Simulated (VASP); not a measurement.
# WSe2 (P6_3/mmc) in VASP: further runs, part 2 of 3

VASP 6.6.1. Earlier steps stand in the parts before.

## 4. Vibrations by perturbation theory, PBEsol

This run uses another cell than the first one, of 20.42 Å³/atom.

The input, INCAR:

```
PREC     = Accurate       # precision mode
ENCUT    = 520            # plane-wave cutoff, eV
EDIFF    = 1E-8           # SCF threshold, eV
ISMEAR   = 0              # smearing method
SIGMA    = 0.01           # smearing width, eV
LREAL    = False          # projectors in reciprocal space
LASPH    = True           # aspherical terms in the spheres
NELM     = 80             # most SCF steps
ALGO     = Normal         # electronic algorithm
ISIF     = 2              # what is computed and relaxed
LWAVE    = False          # write WAVECAR
LCHARG   = True           # write CHGCAR
GGA      = PS             # functional
IBRION   = 8              # ionic algorithm
NSW      = 1              # ionic steps
LEPSILON = True           # dielectric tensor by DFPT
```

The input, KPOINTS:

```
regular mesh
0
Gamma
  6 6 2
```

The input, POSCAR:

```
WSe2
1.0
    3.2711600118      0.0000000000      0.0000000000
   -1.6355800059      2.8329076700      0.0000000000
    0.0000000000      0.0000000000     13.2224045120
W Se
2 4
Direct
    0.3333333333      0.6666666667      0.2500000000
    0.6666666667      0.3333333333      0.7500000000
    0.3333333333      0.6666666667      0.6233844123
    0.6666666667      0.3333333333      0.1233844123
    0.3333333333      0.6666666667      0.8766155877
    0.6666666667      0.3333333333      0.3766155877
```

Potentials or basis: VASP PAW PBE potentials, release 64 (W_sv, Se).

Run with:

```console
> cat potpaw_PBE.64/W_sv/POTCAR potpaw_PBE.64/Se/POTCAR > POTCAR
> mpirun -np 1 vasp_std > vasp.out
```

OUTCAR:

```text
PREC = Accurate
   ENCUT = 520
   EDIFF = 1E-8
   ISMEAR = 0
   LREAL = False
   LASPH = True
   NELM = 80
   ISIF = 2
   GGA = PS
   IBRION = 8
   NSW = 1
   LEPSILON = True

 ion  position               nearest neighbor table
   1  0.333  0.667  0.250-   4 2.52   6 2.52   4 2.52   6 2.52   4 2.52   6 2.52
   2  0.667  0.333  0.750-   3 2.52   5 2.52   3 2.52   5 2.52   3 2.52   5 2.52
   3  0.333  0.667  0.623-   2 2.52   2 2.52   2 2.52
   4  0.667  0.333  0.123-   1 2.52   1 2.52   1 2.52
   5  0.333  0.667  0.877-   2 2.52   2 2.52   2 2.52
   6  0.667  0.333  0.377-   1 2.52   1 2.52   1 2.52
[... 994 lines left out ...]
      1.635580  0.944303  1.631439     0.000000    0.000000   -0.339909
     -0.000000  1.888605 11.590966     0.000000    0.000000   -0.339909
      1.635580  0.944303  4.979764     0.000000    0.000000   -0.339909

--------------------------------------------------------------------------------------------------------

 MACROSCOPIC STATIC DIELECTRIC TENSOR IONIC CONTRIBUTION
 ------------------------------------------------------
           0.301514     0.000000     0.000000
           0.000000     0.301514     0.000000
           0.000000     0.000000     0.056035
 ------------------------------------------------------

 ELASTIC MODULI CONTR FROM IONIC RELAXATION (kBar)
 Direction    XX          YY          ZZ          XY          YZ          ZX
 --------------------------------------------------------------------------------
 XX        -444.6612   -269.7845   -940.0837     -0.0000     -0.0000     -0.0000
 YY        -269.7845   -444.6612   -940.0837     -0.0000      0.0000      0.0000
 ZZ        -940.0837   -940.0837  -2473.9664     -0.0000     -0.0000     -0.0000
 XY          -0.0000     -0.0000     -0.0000    -87.4383      0.0000      0.0000
 YZ          -0.0000     -0.0000     -0.0000      0.0000  -1219.1953      0.0000
 ZX          -0.0000      0.0000     -0.0000      0.0000      0.0000  -1087.2838
 --------------------------------------------------------------------------------

 PIEZOELECTRIC TENSOR IONIC CONTR  for field in x, y, z        (C/m^2)
          XX          YY          ZZ          XY          YZ          ZX
  --------------------------------------------------------------------------------
  x    -0.00000     0.00000    -0.00000    -0.00000     0.00000     0.00000
  y    -0.00000    -0.00000    -0.00000    -0.00000    -0.00000    -0.00000
  z    -0.00000    -0.00000    -0.00000     0.00000    -0.00000    -0.00000
```

OSZICAR:

```text
N       E                     dE             d eps       ncg     rms          rms(c)
DAV:   1     0.508050317106E+03    0.50805E+03   -0.28299E+04   972   0.163E+03
DAV:   2    -0.102138497565E+02   -0.51826E+03   -0.50658E+03  1017   0.432E+02
DAV:   3    -0.475534904586E+02   -0.37340E+02   -0.37000E+02  1101   0.990E+01
[... 270 lines left out ...]
RMM:  16    -0.122047452479E+00   -0.19133E-08   -0.25124E-07  1612   0.324E-05    0.568E-07
RMM:  17    -0.122047452133E+00    0.34566E-09   -0.29728E-07  1293   0.315E-05    0.474E-07
RMM:  18    -0.122047452763E+00   -0.62958E-09   -0.30699E-07  1223   0.314E-05    0.366E-07
RMM:  19    -0.122047451776E+00    0.98728E-09   -0.29940E-07  1219   0.314E-05    0.362E-07
RMM:  20    -0.122047452222E+00   -0.44662E-09   -0.32056E-07  1211   0.314E-05    0.331E-07
RMM:  21    -0.122047451366E+00    0.85642E-09   -0.29172E-07  1202   0.314E-05    0.357E-07
 Linear response finished
```

stdout:

```text
POSCAR found type information on POSCAR W Se
 POSCAR found :  2 types and       6 ions
 scaLAPACK will be used
 -----------------------------------------------------------------------------
|                                                                             |
|                                                                             |
|     You enforced a specific xc type in the INCAR file but a different       |
[... 47 lines left out ...]
 force on displaced ion       3 direction 1 :  -9.121  -0.000  -0.000
 Born effective charge ion    3 direction 1 :   0.676  -0.001  -0.000
 Linear response progress:
 first order change of Fermi-energy   0.57530E+00
 force on displaced ion       3 direction 3 :  -0.000   0.000 -16.392
 Born effective charge ion    3 direction 3 :   0.000   0.000   0.366
 Born effective charges drift removed
 Linear response finished
```

It took 14 min on 1 thread of Intel Xeon 6975P-C (Granite Rapids), shared host; peak memory 0.59 GiB.

Results:

- Electronic dielectric tensor (diagonal): 15.69, 15.69, 7.05
- Born charges (mean of the diagonal): W -1.17; Se +0.59 e
- Highest phonon frequency at Γ, LO-TO splitting left out: 307 cm⁻¹

Phonon frequencies in cm⁻¹ (negative: imaginary):
| q point | frequencies |
| --- | --- |
| (0.000, 0.000, 0.000) | 0 0 0 19 19 26 173 173 174 174 246 246 246 246 249 249 306 307 |

Electronic dielectric tensor:
```
15.69  0.00  0.00
 0.00 15.69  0.00
 0.00  0.00  7.05
```

Born effective charge tensors (e):
atom 1, W
```
-1.39  0.00  0.00
 0.00 -1.39  0.00
 0.00  0.00 -0.74
```
atom 2, W
```
-1.39  0.00  0.00
 0.00 -1.39  0.00
 0.00  0.00 -0.74
```
atom 3, Se
```
0.69 0.00 0.00
0.00 0.69 0.00
0.00 0.00 0.37
```
atom 4, Se
```
0.69 0.00 0.00
0.00 0.69 0.00
0.00 0.00 0.37
```
atom 5, Se
```
0.69 0.00 0.00
0.00 0.69 0.00
0.00 0.00 0.37
```
atom 6, Se
```
0.69 0.00 0.00
0.00 0.69 0.00
0.00 0.00 0.37
```

Caveat: the k points lie up to 0.37 Å⁻¹ apart; the PAW data sets were made with another functional, which shifts forces and pressure a little; spin-orbit coupling is left out, which moves the levels of the heavy elements; this functional lacks dispersion, which binds layers or chains, so the pressure and a relaxed spacing across them are unreliable.

## 5. Vibrations by perturbation theory, PBEsol

This run uses another cell than the first one, of 20.42 Å³/atom.

The input, INCAR:

```
PREC = Accurate ; ENCUT = 520
EDIFF = 1E-8 ; ISMEAR = 0
SIGMA = 0.01 ; LREAL = False
LASPH = True ; NELM = 80
ALGO = Normal ; ISIF = 2
LWAVE = False ; LCHARG = False
GGA = PS ; IBRION = 8
NSW = 1
```

KPOINTS is that of step 4.

POSCAR is that of step 4.

Potentials or basis: VASP PAW PBE potentials, release 64 (W_sv, Se).

Run with:

```console
> cat potpaw_PBE.64/W_sv/POTCAR potpaw_PBE.64/Se/POTCAR > POTCAR
> mpirun -np 1 vasp_std > vasp.out
```

OUTCAR:

```text
PREC = Accurate
   ENCUT = 520
   EDIFF = 1E-8
   ISMEAR = 0
   LREAL = False
   LASPH = True
   NELM = 80
   ISIF = 2
   GGA = PS
   IBRION = 8
   NSW = 1

 ion  position               nearest neighbor table
   1  0.333  0.667  0.250-   4 2.52   6 2.52   4 2.52   6 2.52   4 2.52   6 2.52
   2  0.667  0.333  0.750-   3 2.52   5 2.52   3 2.52   5 2.52   3 2.52   5 2.52
   3  0.333  0.667  0.623-   2 2.52   2 2.52   2 2.52
   4  0.667  0.333  0.123-   1 2.52   1 2.52   1 2.52
   5  0.333  0.667  0.877-   2 2.52   2 2.52   2 2.52
   6  0.667  0.333  0.377-   1 2.52   1 2.52   1 2.52

  LATTYP: Found a hexagonal cell.
[... 750 lines left out ...]
  5X     0.028732    0.000000    0.000000    9.404477    0.000000    0.000000   -0.350045    0.000000    0.000000    0.051249    0.000000   -0.000000   -9.121444   -0.000000    0.000000   -0.012968    0.000000   -0.000000
  5Y     0.000000    0.028732    0.000000    0.000000    9.404477    0.000000   -0.000000   -0.350045   -0.000000    0.000000    0.051249    0.000000    0.000000   -9.121444    0.000000    0.000000   -0.012968    0.000000
  5Z     0.000000    0.000000    0.005136    0.000000    0.000000   14.598095    0.000000    0.000000    1.611888    0.000000    0.000000    0.119280    0.000000    0.000000  -16.392011   -0.000000    0.000000    0.057613
  6X     9.404477    0.000000    0.000000    0.028732    0.000000    0.000000    0.051249    0.000000    0.000000   -0.350045    0.000000    0.000000   -0.012968   -0.000000    0.000000   -9.121444   -0.000000   -0.000000
  6Y     0.000000    9.404477    0.000000    0.000000    0.028732    0.000000    0.000000    0.051249   -0.000000   -0.000000   -0.350045    0.000000   -0.000000   -0.012968    0.000000    0.000000   -9.121444    0.000000
  6Z     0.000000   -0.000000   14.598095    0.000000    0.000000    0.005136    0.000000   -0.000000    0.119280    0.000000   -0.000000    1.611888    0.000000   -0.000000    0.057613    0.000000    0.000000  -16.392011

 Eigenvectors and eigenvalues of the dynamical matrix
 ----------------------------------------------------

   1 f  =    9.216615 THz    57.909701 2PiTHz  307.433190 cm-1    38.116840 meV
             X         Y         Z           dx          dy          dz
     -0.000000  1.888605  3.305601    -0.000000   -0.000000   -0.478706
      1.635580  0.944303  9.916803    -0.000000   -0.000000    0.478706
     -0.000000  1.888605  8.242641     0.000000    0.000000   -0.367995
      1.635580  0.944303  1.631439     0.000000    0.000000    0.367995
     -0.000000  1.888605 11.590966     0.000000    0.000000   -0.367995
      1.635580  0.944303  4.979764     0.000000    0.000000    0.367995
[... 145 lines left out ...]
  18 f/i=    0.000807 THz     0.005068 2PiTHz    0.026906 cm-1     0.003336 meV
             X         Y         Z           dx          dy          dz
     -0.000000  1.888605  3.305601    -0.000000    0.000000   -0.518578
      1.635580  0.944303  9.916803    -0.000000    0.000000   -0.518578
     -0.000000  1.888605  8.242641    -0.000000    0.000000   -0.339909
      1.635580  0.944303  1.631439    -0.000000    0.000000   -0.339909
     -0.000000  1.888605 11.590966    -0.000000    0.000000   -0.339909
      1.635580  0.944303  4.979764    -0.000000    0.000000   -0.339909

--------------------------------------------------------------------------------------------------------

 ELASTIC MODULI CONTR FROM IONIC RELAXATION (kBar)
 Direction    XX          YY          ZZ          XY          YZ          ZX
 --------------------------------------------------------------------------------
 XX        -444.7021   -269.7459   -940.0817      0.0000     -0.0000     -0.0000
 YY        -269.7459   -444.7021   -940.0817     -0.0000      0.0000      0.0000
 ZZ        -940.0817   -940.0817  -2473.9481     -0.0000      0.0000      0.0000
 XY           0.0000     -0.0000     -0.0000    -87.4781     -0.0000      0.0000
 YZ          -0.0000      0.0000      0.0000     -0.0000  -1219.2952     -0.0000
 ZX          -0.0000      0.0000      0.0000     -0.0000     -0.0000  -1087.3880
 --------------------------------------------------------------------------------
```

OSZICAR:

```text
N       E                     dE             d eps       ncg     rms          rms(c)
DAV:   1     0.508050317106E+03    0.50805E+03   -0.28299E+04   972   0.163E+03
DAV:   2    -0.102138497565E+02   -0.51826E+03   -0.50658E+03  1017   0.432E+02
DAV:   3    -0.475534904586E+02   -0.37340E+02   -0.37000E+02  1101   0.990E+01
DAV:   4    -0.484826175165E+02   -0.92913E+00   -0.92560E+00  1088   0.160E+01
[... 98 lines left out ...]
RMM:  13    -0.122047429034E+00   -0.34125E-07    0.47872E-08  1764   0.530E-05    0.689E-06
RMM:  14    -0.122047446951E+00   -0.17918E-07   -0.20110E-07  1787   0.379E-05    0.423E-06
RMM:  15    -0.122047450224E+00   -0.32730E-08   -0.17606E-07  1753   0.345E-05    0.198E-06
RMM:  16    -0.122047450922E+00   -0.69767E-09   -0.61413E-08  1609   0.325E-05    0.599E-07
 Linear response finished
```

It took 7.5 min on 1 thread of Intel Xeon 6975P-C (Granite Rapids), shared host; peak memory 0.53 GiB.

What came out:

| Property | Result |
| --- | --- |
| Highest phonon frequency at Γ, LO-TO splitting left out | 307 cm⁻¹ |

Phonon frequencies in cm⁻¹ (negative: imaginary):
```csv
q point,frequencies
"(0.000, 0.000, 0.000)",0 0 0 19 19 26 173 173 174 174 246 246 246 246 249 249 306 307
```

Caveat: the k points lie up to 0.37 Å⁻¹ apart; the PAW data sets were made with another functional, which shifts forces and pressure a little; spin-orbit coupling is left out, which moves the levels of the heavy elements; this functional lacks dispersion, which binds layers or chains, so the pressure and a relaxed spacing across them are unreliable.

(Continued in part 3 of 3.)
